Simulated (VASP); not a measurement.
A run of VASP 6.6.1 is set up as follows.

Contents of INCAR:

```
SYSTEM = CaZn3
  ALGO = Normal
  EDIFF = 1E-6
  ENCUT = 520
  GGA = CA
  ISIF = 2
  ISMEAR = 1
  LASPH = .True.
  LCHARG = .False.
  LREAL = .False.
  LWAVE = .False.
  NBANDS = 31
  NELM = 60
  PREC = Accurate
  SIGMA = 0.1
```

File KPOINTS:

```
k-points
0
Gamma
  7 7 7
  0 0 0
```

File POSCAR:

```
CaZn3
1.0
    0.0000000000      3.3561500000      3.3561500000
    3.3561500000      0.0000000000      3.3561500000
    3.3561500000      3.3561500000      0.0000000000
Ca Zn
1 3
Direct
    0.5000000000      0.5000000000      0.5000000000
    0.0000000000      0.0000000000      0.0000000000
    0.2500000000      0.2500000000      0.2500000000
    0.7500000000      0.7500000000      0.7500000000
```

Potentials or basis: VASP PAW LDA potentials, release 64 (Ca_sv, Zn).

Run with:

```console
$ cat potpaw_LDA.64/Ca_sv/POTCAR potpaw_LDA.64/Zn/POTCAR > POTCAR
$ mpirun -np 1 vasp_std > vasp.out
```

Task: What does it give for the band gap on the k mesh?

Result: Zero (bands 23 and 24 overlap by 1.64 eV).

Task: What does it give for the pressure?

Result: -5.8 GPa.

Caveat: the cell stands under tension.
